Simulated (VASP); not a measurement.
A run of VASP 6.6.1 is set up as follows.

Contents of POSCAR:

```
TaN
1.0
    0.0000000000      2.2113230000      2.2113230000
    2.2113230000      0.0000000000      2.2113230000
    2.2113230000      2.2113230000      0.0000000000
Ta N
1 1
Direct
    0.5000000000      0.5000000000      0.5000000000
    0.0000000000      0.0000000000      0.0000000000
```

Contents of INCAR.step1:

```
SYSTEM = TaN
PREC = Accurate
ENCUT = 520
ISMEAR = -1
SIGMA = 0.05
LREAL = .FALSE.
LASPH = .TRUE.
NELM = 150
MAGMOM = 0 0 0 0 0 0
LSORBIT = .TRUE.
GGA_COMPAT = .FALSE.
LMAXMIX = 4
NBANDS = 28
GGA = PE
ALGO = Normal
EDIFF = 1E-4
LWAVE = .TRUE.
LCHARG = .FALSE.
```

Contents of INCAR.step2:

```
SYSTEM = TaN
PREC = Accurate
ENCUT = 520
EDIFF = 1E-6
ISMEAR = -1
SIGMA = 0.05
LREAL = .FALSE.
LASPH = .TRUE.
NELM = 150
ALGO = Normal
ISIF = 2
LWAVE = .FALSE.
LCHARG = .FALSE.
MAGMOM = 0 0 0 0 0 0
LORBIT = 11
LSORBIT = .TRUE.
GGA_COMPAT = .FALSE.
LORBMOM = .TRUE.
LMAXMIX = 4
METAGGA = R2SCAN
LMIXTAU = .TRUE.
NBANDS = 28
ISTART = 1
```

Contents of KPOINTS:

```
regular mesh
0
G
  10 10 10
  0 0 0
```

Potentials or basis: VASP PAW PBE potentials, release 64 (Ta_pv, N).

The run is started by

```sh
$ cat potpaw_PBE.64/Ta_pv/POTCAR potpaw_PBE.64/N/POTCAR > POTCAR
$ cp INCAR.step1 INCAR
$ mpirun -np 1 vasp_ncl > vasp.out
$ cp INCAR.step2 INCAR
$ mpirun -np 1 vasp_ncl > vasp.out
```

Task: Estimate the net moment.

Result: 0.00 μB per cell.

Task: What does it give for the pressure?

Result: -3.7 GPa.

Moments on the atoms (μB; x, y, z):
```
Ta  0.00 0.00 0.00
N   0.00 0.00 0.00
```

Caveat: the cell stands under tension; the PAW data sets were made with another functional, which shifts forces and pressure a little.
